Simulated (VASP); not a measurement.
Write the native input for VASP 6.6.1 that does the following.

* Task: single point
* Functional: PBEsol
* Potentials or basis: VASP PAW PBE potentials, release 64 (Na_pv)
* Cutoff: 520 eV
* k mesh: 6 × 6 × 6
* Occupations: gaussian, width 0.1 eV
* Spin: no spin polarisation
* Dipole correction: no
* Further INCAR settings: ALGO = Fast; EDIFF = 1e-07; NBANDS = 38

The structure of Na lies in POSCAR:

```
Na
1.0
    6.6429479264      0.0000000000      0.0000000000
    0.0000000000      6.6429479264      0.0000000000
    0.0000000000      0.0000000000      6.6429479264
Na
8
Direct
    0.0000000000      0.0000000000      0.0000000000
    0.5000000000      0.2500000000      0.0000000000
    0.5000000000      0.7500000000      0.0000000000
    0.0000000000      0.5000000000      0.2500000000
    0.2500000000      0.0000000000      0.5000000000
    0.7500000000      0.0000000000      0.5000000000
    0.5000000000      0.5000000000      0.5000000000
    0.0000000000      0.5000000000      0.7500000000
```

The input as run:

INCAR

```
PREC = Accurate ; ENCUT = 520
EDIFF = 1E-7 ; ISMEAR = 0
SIGMA = 0.1 ; LREAL = False
LASPH = True ; NELM = 60
ALGO = Fast ; ISIF = 2
LWAVE = False ; LCHARG = True
GGA = PS ; LELF = True
LVHAR = True ; NBANDS = 38
```

KPOINTS

```
Automatic mesh
0
Gamma
  6 6 6
```

Potentials or basis: VASP PAW PBE potentials, release 64 (Na_pv).

Launch:

```console
$ cat potpaw_PBE.64/Na_pv/POTCAR > POTCAR
$ mpirun -np 1 vasp_std > vasp.out
```

Results of the run:

```yaml
Pressure: 0.0 GPa
Band_gap_on_the_k_mesh: zero (bands 28 and 29 overlap by 1.49 eV)
```

Caveat: the PAW data sets were made with another functional, which shifts forces and pressure a little.

Run time: 4.7 min on 1 thread of Intel(R) Xeon(R) Platinum 8488C (Sapphire Rapids), on a shared host, peak memory 0.4 GiB.
